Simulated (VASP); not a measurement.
# ZrS2 (P-3m1) in VASP: relaxation of cell and atoms with r2SCAN+rVV10

Aim: the relaxation of cell and atoms of ZrS2 with r2SCAN+rVV10.

Program: VASP 6.6.1. These are calculated values, not measurements. Logs are shortened: lines on timing, memory, paths and dates and some standing lists are left out, and cuts for length are marked.

### 1 The cell of the first run

Symmetry: P-3m1, No. 164, trigonal system. Conventional cell: a = 3.635 Å, b = 3.635 Å, c = 5.721 Å, α = 90.00°, β = 90.00°, γ = 120.00°. Within 3.4 Å of Zr (site symmetry -3m) lie 6 S at 2.56 Å. S (site symmetry 3m) has 3 Zr at 2.56 Å within 3.4 Å.

### 2 Relaxation of cell and atoms, r2SCAN+rVV10

POSCAR

```
ZrS2
1.0
    3.6347399138      0.0000000000      0.0000000000
   -1.8173699569      3.1477771015      0.0000000000
    0.0000000000      0.0000000000      5.7210373286
Zr S
1 2
Direct
    0.0000000000      0.0000000000      0.0000000000
    0.6666666667      0.3333333333      0.7447136156
    0.3333333333      0.6666666667      0.2552863844
```

INCAR.step1

```
SYSTEM = ZrS2
PREC = Accurate
ENCUT = 550
ISMEAR = -1
SIGMA = 0.02
LREAL = .False.
LASPH = .True.
NELM = 120
GGA = PE
ALGO = Normal
EDIFF = 1E-5
LWAVE = .True.
LCHARG = .False.
GGA_COMPAT = .False.
IBRION = 2
ISIF = 3
EDIFFG = -0.005
NELMIN = 4
NSW = 100
```

INCAR.step2

```
SYSTEM = ZrS2
PREC = Accurate
ENCUT = 550
EDIFF = 1E-7
ISMEAR = -1
SIGMA = 0.02
LREAL = .False.
LASPH = .True.
NELM = 120
ALGO = Normal
ISIF = 3
LWAVE = .False.
LCHARG = .False.
METAGGA = R2SCAN
LMIXTAU = .True.
LUSE_VDW = .True.
IVDW_NL = 2
BPARAM = 11.95
CPARAM = 0.0093
IBRION = 2
NSW = 80
EDIFFG = -0.005
ISTART = 1
GGA_COMPAT = .False.
NELMIN = 4
```

KPOINTS

```
Automatic mesh
0
Gamma
  12 12 4
  0 0 0
```

Potentials or basis: VASP PAW PBE potentials, release 64 (Zr_sv, S).

Started as:

```console
$ cat potpaw_PBE.64/Zr_sv/POTCAR potpaw_PBE.64/S/POTCAR > POTCAR
$ cp INCAR.step1 INCAR
$ mpirun -np 1 vasp_std > vasp.out
$ cp INCAR.step2 INCAR
$ mpirun -np 1 vasp_std > vasp.out
```

OUTCAR:

```text
SYSTEM = ZrS2
   PREC = Accurate
   ENCUT = 550
   EDIFF = 1E-7
   ISMEAR = -1
   LREAL = .False.
   LASPH = .True.
   NELM = 120
   ISIF = 3
   METAGGA = R2SCAN
   IVDW_NL = 2
   BPARAM = 11.95
   IBRION = 2
   NSW = 80
   EDIFFG = -0.005
   ISTART = 1
   NELMIN = 4

 ion  position               nearest neighbor table
   1  0.000  0.000  0.000-   2 2.56   3 2.56   3 2.56   2 2.56   2 2.56   3 2.56
   2  0.667  0.333  0.745-   1 2.56   1 2.56   1 2.56
   3  0.333  0.667  0.255-   1 2.56   1 2.56   1 2.56

  LATTYP: Found a hexagonal cell.
 ALAT       =     3.6347399138
 C/A-ratio  =     1.5739880884

  Lattice vectors:

 A1 = (   3.6347399138,   0.0000000000,   0.0000000000)
 A2 = (  -1.8173699569,   3.1477771015,   0.0000000000)
 A3 = (   0.0000000000,   0.0000000000,   5.7210373286)

Analysis of symmetry for initial positions (statically):
=====================================================================
 Subroutine PRICEL returns:
 Original cell was already a primitive cell.

 Routine SETGRP: Setting up the symmetry group for a
 hexagonal supercell.

 Subroutine GETGRP returns: Found 12 space group operations
 (whereof 12 operations were pure point group operations)
 out of a pool of 24 trial point group operations.

The static configuration has the point symmetry D_3d.

Analysis of symmetry for dynamics (positions and initial velocities):
=====================================================================
 Subroutine PRICEL returns:
 Original cell was already a primitive cell.

 Routine SETGRP: Setting up the symmetry group for a
 hexagonal supercell.

 Subroutine GETGRP returns: Found 12 space group operations
 (whereof 12 operations were pure point group operations)
 out of a pool of 24 trial point group operations.

The dynamic configuration has the point symmetry D_3d.

 Subroutine INISYM returns: Found 12 space group operations
 (whereof 12 operations are pure point group operations),
 and found     1 'primitive' translations

----------------------------------------------------------------------------------------

                                     Primitive cell

  volume of cell :      65.4564

  direct lattice vectors                    reciprocal lattice vectors
     3.634739914  0.000000000  0.000000000     0.275122849  0.158842251  0.000000000
    -1.817369957  3.147777102  0.000000000     0.000000000  0.317684502  0.000000000
     0.000000000  0.000000000  5.721037329     0.000000000  0.000000000  0.174793476

  length of vectors
     3.634739914  3.634739914  5.721037329     0.317684502  0.317684502  0.174793476

  position of ions in fractional coordinates (direct lattice)
     0.000000000  0.000000000  0.000000000
     0.666666667  0.333333333  0.744713616
     0.333333333  0.666666667  0.255286384

  ion indices of the primitive-cell ions
   primitive index   ion index
                 1           1
                 2           2
                 3           3

----------------------------------------------------------------------------------------

 KPOINTS: Automatic mesh

Automatic generation of k-mesh.
 Grid dimensions read from file:
 generate k-points for:   12   12    4

 Generating k-lattice:

  Cartesian coordinates                     Fractional coordinates (reciprocal lattice)
     0.022926904  0.013236854  0.000000000     0.083333333  0.000000000  0.000000000
     0.000000000  0.026473708  0.000000000     0.000000000  0.083333333  0.000000000
     0.000000000  0.000000000  0.043698369     0.000000000  0.000000000  0.250000000

  Length of vectors
     0.026473708  0.026473708  0.043698369

  Shift w.r.t. Gamma in fractional coordinates (k-lattice)
     0.000000000  0.000000000  0.000000000

 Subroutine IBZKPT returns following result:
 ===========================================

 Found     69 irreducible k-points:

 Following reciprocal coordinates:
            Coordinates               Weight
  0.000000  0.000000  0.000000      1.000000
  0.083333  0.000000  0.000000      6.000000
  0.166667 -0.000000  0.000000      6.000000
  0.250000 -0.000000  0.000000      6.000000
  0.333333 -0.000000  0.000000      6.000000
  0.416667 -0.000000  0.000000      6.000000
[... 16 lines left out ...]
  0.166667 -0.000000  0.250000      6.000000
  0.000000  0.166667  0.250000      6.000000
 [... further k-points ...]
   k-points           NKPTS =     69   k-points in BZ     NKDIM =     69   number of bands    NBANDS=     16
   number of dos      NEDOS =    301   number of ions     NIONS =      3
   total plane-waves  NPLWV =  37632
   dimension x,y,z NGX =    28 NGY =   28 NGZ =   48
   dimension x,y,z NGXF=    56 NGYF=   56 NGZF=   96
   ions per type =               1   2
   NGX,Y,Z   is equivalent  to a cutoff of  12.81, 12.81, 13.95 a.u.
   NGXF,Y,Z  is equivalent  to a cutoff of  25.61, 25.61, 27.90 a.u.
 SYSTEM =  ZrS2
   PREC   = accura    normal or accurate (medium, high low for compatibility)
   ISTART =      1    job   : 0-new  1-cont  2-samecut
   ICHARG =      0    charge: 1-file 2-atom 10-const
   ISPIN  =      1    spin polarized calculation?
   LNONCOLLINEAR =      F non collinear calculations
   LSORBIT =      F    spin-orbit coupling
   LASPH  =      T    aspherical Exc in radial PAW
   ENCUT  =  550.0 eV  40.42 Ry    6.36 a.u.   6.95  6.95 10.94*2*pi/ulx,y,z
   NELM   =    120;   NELMIN=  4; NELMDL=  0     # of ELM steps
   EDIFF  = 0.1E-06   stopping-criterion for ELM
   LREAL  =      F    real-space projection
   EDIFFG = -.5E-02   stopping-criterion for IOM
   NSW    =     80    number of steps for IOM
   IBRION =      2    ionic relax: 0-MD 1-quasi-New 2-CG
   NFREE  =      1    steps in history (QN), initial steepest desc. (CG)
   ISIF   =      3    stress and relaxation
   ISYM   =      2    0-nonsym 1-usesym 2-fastsym
   POTIM  = 0.5000    time-step for ionic-motion
   TEBEG  =    0.0;   TEEND  =   0.0 temperature during run
   PSTRESS=    0.0 pullay stress
   NELECT =      24.0000    total number of electrons
   NUPDOWN=      -1.0000    fix difference up-down
   EMIN   =  10.00;   EMAX   =-10.00  energy-range for DOS
   EFERMI =   0.00;   METHOD = LEGACY
   ISMEAR =    -1;   SIGMA  =   0.02  broadening in eV -4-tet -1-fermi 0-gaus
   EFERMI_NEDOS =   21; number of points for ismear=-14 and -15
   IALGO  =     38    algorithm
   IMIX   =      4    mixing-type and parameters
     AMIX     =   0.40;   BMIX     =  1.00
     AMIX_MAG =   1.60;   BMIX_MAG =  1.00
  volume/ion in A,a.u.               =      21.82       147.24
  Fermi-wavevector in a.u.,A,eV,Ry     =   1.171731  2.214250 18.680164  1.372953
  Thomas-Fermi vector in A             =   2.308170
   LORBIT       =      0    0 simple, 1 ext, 2 COOP (PROOUT), +10 PAW based schemes
   METAGGA = R2SCAN    functional components
   LHFCALC =     F    Hartree Fock is set to
   AEXX    =    0.0000 exact exchange contribution
   IVDW_NL    =     2    kernel type
   BPARAM     =11.9500
   IVDW    =     0    specifies the selected vdW correction
   LEPSILON=     F    determine dielectric tensor
   LRPA    =     F    only Hartree local field effects (RPA)
 conjugate gradient relaxation of ions
 non-spin polarized calculation
  energy-cutoff  :      550.00
  volume of cell :       65.46
 maximum number of plane-waves:      1932
   NGX = 13   NGY = 13   NGZ = 21

--------------------------------------- Ionic step        1  -------------------------------------------

 number of electron      24.0000003 magnetization

 Free energy of the ion-electron system (eV)
  ---------------------------------------------------
  ext. energy  EPLUGINS =         0.00000000
  ---------------------------------------------------
  free energy    TOTEN  =       -43.62978367 eV

  energy without entropy =      -43.62978367  energy(sigma->0) =      -43.62978367

------------------------ aborting loop because EDIFF is reached ----------------------------------------

  FORCE on cell =-STRESS in cart. coord.  units (eV):
  Direction    XX          YY          ZZ          XY          YZ          ZX
  --------------------------------------------------------------------------------------
  -------------------------------------------------------------------------------------
  Total        0.8248378      0.8248378      0.4164320     -0.0000000      0.0000000     -0.0000000
  in kB       20.1895688     20.1895688     10.1930138     -0.0000000      0.0000000     -0.0000000
  external PRESSURE =      16.8573838 kB  Pullay stress =       0.0000000 kB
[... 92 lines left out ...]
  FREE ENERGIE OF THE ION-ELECTRON SYSTEM (eV)
  ---------------------------------------------------
  free  energy   TOTEN  =       -43.6365635345 eV

  energy  without entropy=      -43.6365635345  energy(sigma->0) =      -43.63656353

[... ionic steps 4 to 10 ...]

--------------------------------------- Ionic step       11  -------------------------------------------

 number of electron      24.0000000 magnetization

------------------------ aborting loop because EDIFF is reached ----------------------------------------

  FORCE on cell =-STRESS in cart. coord.  units (eV):
  Direction    XX          YY          ZZ          XY          YZ          ZX
  --------------------------------------------------------------------------------------
  -------------------------------------------------------------------------------------
  Total        0.0058848      0.0058848     -0.0149740     -0.0000000     -0.0000000      0.0000000
  in kB        0.1376990      0.1376990     -0.3503800     -0.0000000     -0.0000000      0.0000000
  external PRESSURE =      -0.0249940 kB  Pullay stress =       0.0000000 kB
[... 59 lines left out ...]
  energy  without entropy=      -43.6462788647  energy(sigma->0) =      -43.64627886

--------------------------------------- Ionic step       13  -------------------------------------------

 number of electron      24.0000000 magnetization

 Free energy of the ion-electron system (eV)
  ---------------------------------------------------
  ext. energy  EPLUGINS =         0.00000000
  ---------------------------------------------------
  free energy    TOTEN  =       -43.64628460 eV

  energy without entropy =      -43.64628460  energy(sigma->0) =      -43.64628460

 E-fermi :   4.9882     XC(G=0): -10.1577

 val. band max:        4.4485759455   @ k =   0.0833   0.0000   0.0000
 cond. band min:       5.6128254416   @ k =   0.5000  -0.0000   0.5000
 fundamental gap:      1.1642494960
 Fermi energy:         4.9882100084

 k-point     1 :       0.0000    0.0000    0.0000
  band No.  band energies     occupation
      1     -46.2684      2.00000
      2     -23.6275      2.00000
      3     -23.4721      2.00000
      4     -23.4721      2.00000
      5      -8.8794      2.00000
      6      -7.3165      2.00000
[... 8 lines left out ...]
     15       7.1028      0.00000
     16       9.6148      0.00000
[... 420 lines left out ...]
  band No.  band energies     occupation
      1     -46.2635      2.00000
      2     -23.6126      2.00000
      3     -23.5408      2.00000
      4     -23.4867      2.00000
      5      -8.4945      2.00000
      6      -7.5373      2.00000
[... 8 lines left out ...]
     15       7.7287      0.00000
     16       9.2470      0.00000

 [... further k-points ...]
[... 5 lines left out ...]
  --------------------------------------------------------------------------------------
  -------------------------------------------------------------------------------------
  Total       -0.0010906     -0.0010906      0.0029239      0.0000000      0.0000000      0.0000000
  in kB       -0.0255152     -0.0255152      0.0684047      0.0000000      0.0000000      0.0000000
  external PRESSURE =       0.0057914 kB  Pullay stress =       0.0000000 kB
[... 18 lines left out ...]
  FREE ENERGIE OF THE ION-ELECTRON SYSTEM (eV)
  ---------------------------------------------------
  free  energy   TOTEN  =       -43.6462846047 eV

  energy  without entropy=      -43.6462846047  energy(sigma->0) =      -43.64628460

 reached required accuracy - stopping structural energy minimisation
```

It took 39 min on 1 thread of Intel Xeon 6975P-C (Granite Rapids), shared host; peak memory 0.41 GiB.

Results:

```
Free energy                            : -43.6463 eV
Relaxed volume                         : 22.83 Å³/atom
Relaxed cell                           : a = 3.674 Å, b = 3.674 Å, c = 5.857 Å, α = 90.00°, β = 90.00°, γ = 120.00°
Space group after relaxing (to 0.05 Å) : P-3m1 (No. 164)
Energy gained by relaxing              : 5.5 meV/atom
Ionic steps                            : 13
Pressure after relaxing                : 0.0 GPa
Band gap on the k mesh                 : 1.16 eV, indirect (least direct gap 1.81 eV)
```

The path:
| step | energy change (eV) | largest force (eV/Å) | pressure (GPa) | volume (Å³) |
| --- | --- | --- | --- | --- |
| 1 | 0.0000 | 0.0653 | 1.69 | 65.46 |
| 2 | -0.0022 | 0.3781 | -1.59 | 67.65 |
| 3 | -0.0068 | 0.2403 | -0.16 | 66.65 |
| 4 | -0.0109 | 0.1353 | -0.02 | 66.94 |
| 5 | -0.0122 | 0.0378 | 0.11 | 67.22 |
| 6 | -0.0139 | 0.0277 | 0.09 | 67.48 |
| 7 | -0.0164 | 0.0000 | 0.08 | 68.27 |
| 8 | -0.0165 | 0.0034 | 0.09 | 68.38 |
| 9 | -0.0165 | 0.0041 | 0.09 | 68.41 |
| 10 | -0.0163 | 0.0352 | -0.27 | 68.67 |
| 11 | -0.0165 | 0.0057 | 0.00 | 68.47 |
| 12 | -0.0165 | 0.0060 | 0.00 | 68.47 |
| 13 | -0.0165 | 0.0001 | 0.00 | 68.48 |

Final structure:
```yaml
crystal:
  lattice:
    - [3.67440, 0.00000, 0.00000]
    - [-1.83720, 3.18213, 0.00000]
    - [0.00000, 0.00000, 5.85709]
  atoms:
    - { symbol: Zr, position: [0.00000, 0.00000, 0.00000] }
    - { symbol: S, position: [0.66667, 0.33333, 0.75356] }
    - { symbol: S, position: [0.33333, 0.66667, 0.24644] }
```

Caveat: the PAW data sets were made with another functional, which shifts forces and pressure a little. r2SCAN opens gaps a little over a GGA but as a rule still falls short of measured ones.
